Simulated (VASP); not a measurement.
# MgS (I-4m2) in VASP: dielectric tensor with r2SCAN

Aim: the dielectric tensor of MgS with r2SCAN.

Everything below comes from runs of VASP 6.6.1. Logs are shortened: lines on timing, memory, paths and dates and some standing lists are left out, and cuts for length are marked.

## Step 1: The cell of the first run

The structure is tetragonal, space group I-4m2 (No. 119). Conventional cell: a = 4.164 Å, b = 4.164 Å, c = 5.314 Å, α = 90.00°, β = 90.00°, γ = 90.00°. Within 3.3 Å of Mg (site symmetry -4m2) lie 4 S at 2.47 Å. S (site symmetry -4m2) has 4 Mg at 2.47 Å within 3.3 Å.

## Step 2: Dielectric tensor, r2SCAN (epitaxial xy strain +4.0%)

Input file INCAR:

```
  PREC = Accurate
  ENCUT = 520
  EDIFF = 1E-8
  ISMEAR = 0
  SIGMA = 0.01
  LREAL = False
  LASPH = True
  NELM = 100
  ALGO = Normal
  ISIF = 2
  LWAVE = False
  LCHARG = False
  METAGGA = R2SCAN
  LMIXTAU = True
  LCALCEPS = True
```

Input file KPOINTS:

```
regular mesh
0
Gamma
  6 6 6
```

Input file POSCAR:

```
MgS
1.0
    0.0000000000      2.9441119149      2.6568738787
    2.9441119149      0.0000000000      2.6568738787
    2.9441119149      2.9441119149      0.0000000000
Mg S
1 1
Direct
    0.0000000000      0.0000000000      0.0000000000
    0.2500000000      0.2500000000      0.2500000000
```

Potentials or basis: VASP PAW PBE potentials, release 64 (Mg, S).

Launch:

```bash
> cat potpaw_PBE.64/Mg/POTCAR potpaw_PBE.64/S/POTCAR > POTCAR
> mpirun -np 1 vasp_std > vasp.out
```

OUTCAR:

```text
PREC = Accurate
   ENCUT = 520
   EDIFF = 1E-8
   ISMEAR = 0
   LREAL = False
   LASPH = True
   NELM = 100
   ISIF = 2
   METAGGA = R2SCAN

 ion  position               nearest neighbor table
   1  0.000  0.000  0.000-   2 2.47   2 2.47   2 2.47   2 2.47
   2  0.250  0.250  0.250-   1 2.47   1 2.47   1 2.47   1 2.47

  LATTYP: Found a body centered tetragonal cell.
 ALAT       =     4.1636029992
 C/A-ratio  =     1.2762378542

  Lattice vectors:

 A1 = (   0.0000000000,  -2.9441119149,  -2.6568738787)
 A2 = (   0.0000000000,   2.9441119149,  -2.6568738787)
 A3 = (   2.9441119149,   0.0000000000,   2.6568738787)

Analysis of symmetry for initial positions (statically):
=====================================================================
 Subroutine PRICEL returns:
 Original cell was already a primitive cell.

 Routine SETGRP: Setting up the symmetry group for a
 body centered tetragonal supercell.

 Subroutine GETGRP returns: Found  8 space group operations
 (whereof  8 operations were pure point group operations)
 out of a pool of 16 trial point group operations.

The static configuration has the point symmetry D_2d.

Analysis of symmetry for dynamics (positions and initial velocities):
=====================================================================
 Subroutine PRICEL returns:
 Original cell was already a primitive cell.

 Routine SETGRP: Setting up the symmetry group for a
 body centered tetragonal supercell.

 Subroutine GETGRP returns: Found  8 space group operations
 (whereof  8 operations were pure point group operations)
 out of a pool of 16 trial point group operations.

The dynamic configuration has the point symmetry D_2d.

 Subroutine INISYM returns: Found  8 space group operations
 (whereof  8 operations are pure point group operations),
 and found     1 'primitive' translations

----------------------------------------------------------------------------------------

                                     Primitive cell

  volume of cell :      46.0585

  direct lattice vectors                    reciprocal lattice vectors
     0.000000000  2.944111915  2.656873879    -0.169830500  0.169830500  0.188191093
     2.944111915  0.000000000  2.656873879     0.169830500 -0.169830500  0.188191093
     2.944111915  2.944111915  0.000000000     0.169830500  0.169830500 -0.188191093

  length of vectors
     3.965699658  3.965699658  4.163602999     0.305124049  0.305124049  0.305124049

  position of ions in fractional coordinates (direct lattice)
     0.000000000  0.000000000  0.000000000
     0.250000000  0.250000000  0.250000000

  ion indices of the primitive-cell ions
   primitive index   ion index
                 1           1
                 2           2

----------------------------------------------------------------------------------------

 KPOINTS: regular mesh

Automatic generation of k-mesh.
 Grid dimensions read from file:
 generate k-points for:    6    6    6

 Generating k-lattice:

  Cartesian coordinates                     Fractional coordinates (reciprocal lattice)
    -0.028305083  0.028305083  0.031365182     0.166666667 -0.000000000  0.000000000
     0.028305083 -0.028305083  0.031365182    -0.000000000  0.166666667  0.000000000
     0.028305083  0.028305083 -0.031365182     0.000000000  0.000000000  0.166666667

  Length of vectors
     0.050854008  0.050854008  0.050854008

  Shift w.r.t. Gamma in fractional coordinates (k-lattice)
     0.000000000  0.000000000  0.000000000

 Subroutine IBZKPT returns following result:
 ===========================================

 Found     30 irreducible k-points:

 Following reciprocal coordinates:
            Coordinates               Weight
  0.000000  0.000000  0.000000      1.000000
  0.166667 -0.000000  0.000000      8.000000
  0.333333  0.000000  0.000000      8.000000
  0.500000  0.000000  0.000000      4.000000
  0.166667  0.166667  0.000000      2.000000
  0.333333  0.166667  0.000000      8.000000
[... 16 lines left out ...]
  0.333333  0.000000  0.333333      4.000000
  0.500000  0.000000  0.333333     16.000000
 [... further k-points ...]
   k-points           NKPTS =     30   k-points in BZ     NKDIM =     30   number of bands    NBANDS=      8
   number of dos      NEDOS =    301   number of ions     NIONS =      2
   total plane-waves  NPLWV =  28800
   dimension x,y,z NGX =    30 NGY =   30 NGZ =   32
   dimension x,y,z NGXF=    60 NGYF=   60 NGZF=   64
   ions per type =               1   1
   NGX,Y,Z   is equivalent  to a cutoff of  12.58, 12.58, 12.78 a.u.
   NGXF,Y,Z  is equivalent  to a cutoff of  25.15, 25.15, 25.55 a.u.
 SYSTEM =  unknown system
   PREC   = accura    normal or accurate (medium, high low for compatibility)
   ISTART =      0    job   : 0-new  1-cont  2-samecut
   ICHARG =      2    charge: 1-file 2-atom 10-const
   ISPIN  =      1    spin polarized calculation?
   LNONCOLLINEAR =      F non collinear calculations
   LSORBIT =      F    spin-orbit coupling
   LASPH  =      T    aspherical Exc in radial PAW
   ENCUT  =  520.0 eV  38.22 Ry    6.18 a.u.   7.37  7.37  7.74*2*pi/ulx,y,z
   NELM   =    100;   NELMIN=  2; NELMDL= -5     # of ELM steps
   EDIFF  = 0.1E-07   stopping-criterion for ELM
   LREAL  =      F    real-space projection
   EDIFFG = 0.1E-06   stopping-criterion for IOM
   NSW    =      0    number of steps for IOM
   IBRION =     -1    ionic relax: 0-MD 1-quasi-New 2-CG
   NFREE  =      0    steps in history (QN), initial steepest desc. (CG)
   ISIF   =      2    stress and relaxation
   ISYM   =      2    0-nonsym 1-usesym 2-fastsym
   POTIM  = 0.5000    time-step for ionic-motion
   TEBEG  =    0.0;   TEEND  =   0.0 temperature during run
   PSTRESS=    0.0 pullay stress
   NELECT =       8.0000    total number of electrons
   NUPDOWN=      -1.0000    fix difference up-down
   EMIN   =  10.00;   EMAX   =-10.00  energy-range for DOS
   EFERMI =   0.00;   METHOD = LEGACY
   ISMEAR =     0;   SIGMA  =   0.01  broadening in eV -4-tet -1-fermi 0-gaus
   EFERMI_NEDOS =   21; number of points for ismear=-14 and -15
   IALGO  =     38    algorithm
   IMIX   =      4    mixing-type and parameters
     AMIX     =   0.40;   BMIX     =  1.00
     AMIX_MAG =   1.60;   BMIX_MAG =  1.00
  volume/ion in A,a.u.               =      23.03       155.41
  Fermi-wavevector in a.u.,A,eV,Ry     =   0.913415  1.726105 11.351716  0.834328
  Thomas-Fermi vector in A             =   2.037924
   LORBIT       =      0    0 simple, 1 ext, 2 COOP (PROOUT), +10 PAW based schemes
   METAGGA = R2SCAN    functional components
   LHFCALC =     F    Hartree Fock is set to
   AEXX    =    0.0000 exact exchange contribution
   IVDW    =     0    specifies the selected vdW correction
   LEPSILON=     F    determine dielectric tensor
   LRPA    =     F    only Hartree local field effects (RPA)
   LRPA       =     F
 non-spin polarized calculation
 Gauss-broadening in eV      SIGMA  =   0.01
  energy-cutoff  :      520.00
  volume of cell :       46.06
 maximum number of plane-waves:      1257
 NGX is ok and might be reduce to    30
   NGX = 15   NGY = 15   NGZ = 15

 number of electron       8.0000001 magnetization

 Free energy of the ion-electron system (eV)
  ---------------------------------------------------
  ext. energy  EPLUGINS =         0.00000000
  ---------------------------------------------------
  free energy    TOTEN  =       -15.42734795 eV

  energy without entropy =      -15.42734795  energy(sigma->0) =      -15.42734795

 E-fermi :   0.9223     XC(G=0):  -8.7224

 val. band max:        0.8505608903   @ k =   0.0000   0.0000   0.0000
 cond. band min:   10000.0000000000   @ k =   0.0000   0.0000   0.0000
 fundamental gap:   9999.1494391097
 Fermi energy:         0.9223042007

 k-point     1 :       0.0000    0.0000    0.0000
  band No.  band energies     occupation
      1     -10.9936      2.00000
      2       0.6277      2.00000
      3       0.6280      2.00000
      4       0.8506      2.00000
      5   10000.0000      0.00000
      6   10000.0000      0.00000
      7   10000.0000      0.00000
      8   10000.0000      0.00000

 k-point     2 :       0.1667   -0.0000    0.0000
  band No.  band energies     occupation
      1     -10.8419      2.00000
      2      -0.3343      2.00000
      3       0.4919      2.00000
      4       0.7282      2.00000
      5   10000.0000      0.00000
      6   10000.0000      0.00000
      7   10000.0000      0.00000
      8   10000.0000      0.00000

 k-point     3 :       0.3333    0.0000    0.0000
  band No.  band energies     occupation
      1     -10.5046      2.00000
      2      -1.7858      2.00000
      3       0.2465      2.00000
      4       0.6348      2.00000
      5   10000.0000      0.00000
      6   10000.0000      0.00000
      7   10000.0000      0.00000
      8   10000.0000      0.00000

 k-point     4 :       0.5000    0.0000    0.0000
  band No.  band energies     occupation
      1     -10.3142      2.00000
      2      -2.3995      2.00000
      3       0.1347      2.00000
      4       0.5935      2.00000
      5   10000.0000      0.00000
      6   10000.0000      0.00000
      7   10000.0000      0.00000
      8   10000.0000      0.00000

 k-point     5 :       0.1667    0.1667    0.0000
  band No.  band energies     occupation
      1     -10.7650      2.00000
      2      -0.2063      2.00000
      3       0.2571      2.00000
      4       0.2574      2.00000
      5   10000.0000      0.00000
      6   10000.0000      0.00000
      7   10000.0000      0.00000
      8   10000.0000      0.00000
[... 177 lines left out ...]
 k-point    22 :      -0.3333    0.5000    0.1667
  band No.  band energies     occupation
      1     -10.0309      2.00000
      2      -1.5162      2.00000
      3      -1.0656      2.00000
      4      -0.6765      2.00000
      5   10000.0000      0.00000
      6   10000.0000      0.00000
      7   10000.0000      0.00000
      8   10000.0000      0.00000

 k-point    23 :       0.3333    0.0000    0.3333
  band No.  band energies     occupation
      1     -10.3862      2.00000
      2      -1.6890      2.00000
      3       0.0208      2.00000
      4       0.0504      2.00000
      5   10000.0000      0.00000
      6   10000.0000      0.00000
      7   10000.0000      0.00000
      8   10000.0000      0.00000

 k-point    24 :       0.5000    0.0000    0.3333
  band No.  band energies     occupation
      1     -10.1951      2.00000
      2      -1.9909      2.00000
      3      -0.5859      2.00000
      4      -0.0191      2.00000
      5   10000.0000      0.00000
      6   10000.0000      0.00000
      7   10000.0000      0.00000
      8   10000.0000      0.00000

 [... further k-points ...]

------------------------ aborting loop because EDIFF is reached ----------------------------------------

            Ionic dipole moment: p[ion]=(     8.83234     8.83234     7.97062 ) |e| Angst

 Total electronic dipole moment: p[elc]=(     0.00427     0.00427     0.01082 ) |e| Angst

 MACROSCOPIC STATIC DIELECTRIC TENSOR (including local field effects)
 ------------------------------------------------------
           3.764881     0.000000     0.000000
           0.000000     3.764881     0.000000
           0.000000     0.000000     3.728553
 ------------------------------------------------------

 PIEZOELECTRIC TENSOR (including local field effects) (e Angst)
          XX          YY          ZZ          XY          YZ          ZX
  --------------------------------------------------------------------------------
  x     0.00000    -0.00000     0.00000    -0.00000    -1.07700     0.00000
  y    -0.00000     0.00000     0.00000     0.00000     0.00000    -1.07700
  z     0.00000     0.00000     0.00000    -1.09920     0.00000     0.00000

 PIEZOELECTRIC TENSOR (including local field effects) (C/m^2)
          XX          YY          ZZ          XY          YZ          ZX
  --------------------------------------------------------------------------------
  x     0.00000    -0.00000     0.00000    -0.00000    -0.37464     0.00000
  y    -0.00000     0.00000     0.00000     0.00000     0.00000    -0.37464
  z     0.00000     0.00000     0.00000    -0.38237     0.00000     0.00000

 BORN EFFECTIVE CHARGES (including local field effects) (in |e|, cummulative output)
 ---------------------------------------------------------------------------------
 ion    1
    1     1.94685     0.00000     0.00000
    2     0.00000     1.94685     0.00000
    3     0.00000     0.00000     1.81563
 ion    2
    1    -1.94685     0.00000     0.00000
    2     0.00000    -1.94685     0.00000
    3     0.00000     0.00000    -1.81563

  FORCE on cell =-STRESS in cart. coord.  units (eV):
  Direction    XX          YY          ZZ          XY          YZ          ZX
  --------------------------------------------------------------------------------------
  -------------------------------------------------------------------------------------
  Total       -0.5892542     -0.5892542     -0.0630137      0.0000000      0.0000000      0.0000000
  in kB      -20.4976326    -20.4976326     -2.1919782      0.0000000      0.0000000      0.0000000
  external PRESSURE =     -14.3957478 kB  Pullay stress =       0.0000000 kB

 VOLUME and BASIS-vectors are now :
 -----------------------------------------------------------------------------
  energy-cutoff  :      520.00
  volume of cell :       46.06
      direct lattice vectors                 reciprocal lattice vectors
     0.000000000  2.944111915  2.656873879    -0.169830500  0.169830500  0.188191093
     2.944111915  0.000000000  2.656873879     0.169830500 -0.169830500  0.188191093
     2.944111915  2.944111915  0.000000000     0.169830500  0.169830500 -0.188191093

 POSITION                                       TOTAL-FORCE (eV/Angst)
 -----------------------------------------------------------------------------------
      0.00000      0.00000      0.00000        -0.000000     -0.000000     -0.000000
      1.47206      1.47206      1.32844         0.000000      0.000000      0.000000
 -----------------------------------------------------------------------------------
    total drift:                               -0.001463     -0.001463     -0.001688

  FREE ENERGIE OF THE ION-ELECTRON SYSTEM (eV)
  ---------------------------------------------------
  free  energy   TOTEN  =       -15.4273479530 eV

  energy  without entropy=      -15.4273479530  energy(sigma->0) =      -15.42734795
```

Run time: 34 min. Hardware: 1 thread of Intel Xeon 8259CL, shared host; peak memory 0.36 GiB.

What came out:

```yaml
Band_gap_on_the_k_mesh: 3.86 eV
Electronic_dielectric_tensor_diagonal: 3.76, 3.76, 3.73
Born_charges_mean_of_the_diagonal: Mg +1.90; S -1.90 e
```

Electronic dielectric tensor:
```
3.76 0.00 0.00
0.00 3.76 0.00
0.00 0.00 3.73
```

Born effective charge tensors (e):
atom 1, Mg
```
1.95 0.00 0.00
0.00 1.95 0.00
0.00 0.00 1.82
```
atom 2, S
```
-1.95  0.00  0.00
 0.00 -1.95  0.00
 0.00  0.00 -1.82
```

Dipole moments of the cell (e·Å, modulo the quantum): ionic 8.832, 8.832, 7.971; electronic 0.004, 0.004, 0.011

Caveat: the cell differs from its parent crystal (epitaxial xy strain +4.0%); the PAW data sets were made with another functional, which shifts forces and pressure a little.
